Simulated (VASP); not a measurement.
Input of a VASP 6.6.1 run:

INCAR

```
ALGO = Fast
EDIFF = 1E-6
ENCUT = 520
GGA = PS
ISIF = 2
ISMEAR = 0
LASPH = True
LCHARG = False
LREAL = False
LWAVE = False
NBANDS = 25
NELM = 100
PREC = Accurate
SIGMA = 0.15
```

KPOINTS

```
k-points
0
Gamma
  16 16 8
```

Contents of POSCAR:

```
AlRu
1.0
    2.9763250904      0.0000000000      0.0000000000
    0.0000000000      2.9763250904      0.0000000000
    0.0000000000      0.0000000000      5.9526501809
Al Ru
2 2
Direct
    0.0000000000      0.0000000000     -0.0098107563
    0.0000000000      0.0000000000      0.5098107563
    0.4793033361      0.5000000000      0.2500000000
    0.5206966639      0.5000000000      0.7500000000
```

Potentials or basis: VASP PAW PBE potentials, release 64 (Al, Ru_pv).

Launch:

```sh
$ cat potpaw_PBE.64/Al/POTCAR potpaw_PBE.64/Ru_pv/POTCAR > POTCAR
$ mpirun -np 1 vasp_std > vasp.out
```

Problem. What does it give for the pressure?

Solution. 0.8 GPa.

Problem. Estimate the largest force.

Solution. 0.710 eV/Å.

Problem. What does it give for the band gap on the k mesh?

Solution. Zero (band 17 reaches 12.49 eV, above the bottom of band 18 at 9.66 eV).

Stress tensor (GPa, compression positive):
```
0.65 0.00 0.00
0.00 0.82 0.00
0.00 0.00 1.04
```

Caveat: the cell differs from its parent crystal (mode 4 frozen in at -0.062 Å and mode 12 at -0.058 Å (largest displacements)); the PAW data sets were made with another functional, which shifts forces and pressure a little.
